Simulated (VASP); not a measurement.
Runs of VASP 6.6.1 on CdS (Hawleyite). The structure is that of space group F-43m (No. 216), or close to it. The cells are those of the table. 

| cell | gap on the mesh (eV) | pressure (GPa) |
| --- | --- | --- |
| a = 4.125 Å, angles 60.0°, 2 atoms | 1.15 | 3.2 |
| a = 4.050 Å, angles 60.0°, 2 atoms | (a) | 7.4 |
| a = 4.088 Å, angles 60.0°, 2 atoms | 1.21 | 5.2 |
| a = 4.232 Å, angles 60.0°, 2 atoms | (b) | -1.2 |
| a = 4.161 Å, angles 60.0°, 2 atoms | 1.09 | 1.5 |
| a = 4.197 Å, angles 60.0°, 2 atoms | 1.03 | (c) |
| a = 4.011 Å, angles 60.0°, 2 atoms | 1.33 | 10.0 |

Alike in all rows: task single point; level PBE; potentials or basis VASP PAW PBE potentials, release 64 (Cd, S); no spin polarisation; k mesh 6 × 6 × 6; cutoff (eV) 520; smearing gaussian 0.01 eV.

Estimate the missing entries.

(a) 1.27; (b) 0.98; (c) 0.1.

A k mesh can miss the band edges, and the runs leave out spin-orbit coupling on Cd.
